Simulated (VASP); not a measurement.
Runs of VASP 6.6.1 on HfC2. The structure is that of space group P6/mmm (No. 191), or close to it. The cells are those of the table. 

| task | cell | k mesh | gap on the mesh (eV) | pressure (GPa) |
| --- | --- | --- | --- | --- |
| single point | a = 3.239, b = 3.239, c = 3.214 Å, angles 90.0, 90.0, 120.0°, 3 atoms | 18 × 18 × 14 | none | -1.9 |
| single point | a = 3.282, b = 3.282, c = 3.180 Å, angles 90.0, 90.0, 120.0°, 3 atoms | 6 × 6 × 6 | none | -2.0 |
| single point | a = 4.162, b = 4.162, c = 3.046 Å, angles 90.0, 90.0, 120.0°, 3 atoms | 6 × 6 × 6 | none | (a) |
| relaxation of cell and atoms | relaxed from a = 4.162, b = 4.162, c = 3.046 Å, angles 90.0, 90.0, 120.0°, 3 atoms | 6 × 6 × 6 | none | -0.5 |

Alike in all rows: level PBE; potentials or basis VASP PAW PBE potentials, release 64 (Hf_pv, C); no spin polarisation; cutoff (eV) 600; smearing gaussian 0.1 eV.

Question: Fill in the values left out.

Answer: (a) -35.4.

Caveats: some runs use coarse meshes; spin-orbit coupling is left out, which moves the levels of the heavy elements; the cell stands under tension (at least some runs).

A k mesh can miss the band edges, and the runs leave out spin-orbit coupling on Hf.

A gap of «none» marks levels without a gap at the run's occupations.
